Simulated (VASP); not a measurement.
# AlSe3: relaxation of cell and atoms with PBE

The system is AlSe3.

```
Al Se
1.0
    -2.18966    2.18966    4.89120
     2.18966   -2.18966    4.89120
     2.18966    2.18966   -4.89120
Al Se
1 3
Direct
  0.00000 0.00000 0.00000
  0.50000 0.50000 0.00000
  0.25000 0.75000 0.50000
  0.75000 0.25000 0.50000
```

```yaml
Program: VASP 6.6.1
Task: relaxation of cell and atoms
Functional: PBE
Potentials_or_basis: VASP PAW PBE potentials, release 64 (Al, Se)
Cutoff: 600 eV
k_mesh: 6 × 6 × 6
Occupations: gaussian, width 0.1 eV
Spin: no spin polarisation
Dipole_correction: no
Further_INCAR_settings: ALGO = Normal; EDIFF = 1e-06; IBRION = 2; EDIFFG = -0.04; NSW = 90; ISIF = 3
```

- Relaxed volume: 25.93 Å³/atom
- Relaxed cell: a = 7.932 Å, b = 7.932 Å, c = 7.932 Å, α = 152.85°, β = 152.85°, γ = 38.78°
- Space group after relaxing (to 0.05 Å): I4/mmm (No. 139)
- Energy gained by relaxing: 464.6 meV/atom
- Ionic steps: 25
- Pressure after relaxing: 0.0 GPa

The path:
| step | energy change (eV) | largest force (eV/Å) | pressure (GPa) | volume (Å³) |
| --- | --- | --- | --- | --- |
| 1 | 0.0000 | 0.0000 | -7.19 | 93.81 |
| 2 | -0.5669 | 0.0000 | 0.13 | 80.12 |
| 3 | -0.5852 | 0.0000 | 2.21 | 77.95 |
| 4 | -0.8153 | 0.0000 | 2.56 | 78.33 |
| 5 | -1.1880 | 0.0000 | 8.11 | 78.06 |
| 6 | 3.2609 | 0.0000 | 55.79 | 72.16 |
| 7 | -1.1977 | 0.0000 | 9.19 | 77.92 |
| 8 | -0.4755 | 0.0000 | 23.59 | 75.76 |
| 9 | -1.2078 | 0.0000 | 10.58 | 77.71 |
| 10 | -1.0654 | 0.0000 | 15.68 | 76.88 |
| 11 | -1.2011 | 0.0000 | 12.15 | 77.47 |
| 12 | -1.2742 | 0.0000 | 11.72 | 78.59 |
| 13 | -1.3911 | 0.0000 | 11.05 | 81.89 |
| 14 | -1.4019 | 0.0000 | 11.01 | 83.28 |
| 15 | -1.5484 | 0.0000 | 8.58 | 85.64 |
| 16 | -1.7955 | 0.0000 | 2.39 | 92.98 |
| 17 | -1.8212 | 0.0000 | 0.26 | 96.21 |
| 18 | -1.8214 | 0.0000 | 0.05 | 96.56 |
| 19 | -1.8253 | 0.0000 | 0.05 | 96.88 |
| 20 | -1.8352 | 0.0000 | 0.05 | 97.84 |
| 21 | -1.8492 | 0.0000 | 0.09 | 99.74 |
| 22 | -1.8582 | 0.0000 | 0.22 | 103.53 |
| 23 | -1.8583 | 0.0000 | 0.21 | 103.30 |
| 24 | -1.8584 | 0.0000 | -0.17 | 104.11 |
| 25 | -1.8585 | 0.0000 | 0.00 | 103.74 |

Final structure:
```yaml
crystal:
  lattice:
    - [-1.86181, 1.86181, 7.48177]
    - [1.86181, -1.86181, 7.48177]
    - [1.86181, 1.86181, -7.48177]
  atoms:
    - { symbol: Al, position: [0.00000, 0.00000, 0.00000] }
    - { symbol: Se, position: [0.50000, 0.50000, 0.00000] }
    - { symbol: Se, position: [0.25000, 0.75000, 0.50000] }
    - { symbol: Se, position: [0.75000, 0.25000, 0.50000] }
```

Levels at points of the mesh, in eV from the Fermi level:
```csv
k point,band 8,band 9,band 10,band 11,band 12,band 13
"(0.00, 0.00, 0.00)",-2.73,-2.18,-1.85,0.95,3.55,3.73
"(0.50, 0.00, 0.00)",-1.75,-1.70,-1.41,-1.05,-0.98,1.38
"(0.50, 0.50, 0.00)",-3.22,-1.56,-1.45,-1.38,2.36,4.52
"(0.50, 0.50, 0.50)",-2.71,-2.71,-1.59,1.01,3.57,3.71
```

Wall time 20 min on 1 thread of Intel(R) Xeon(R) Platinum 8259CL CPU @ 2.50GHz (Skylake/Cascade Lake), with other jobs on the host, peak memory 0.36 GiB.
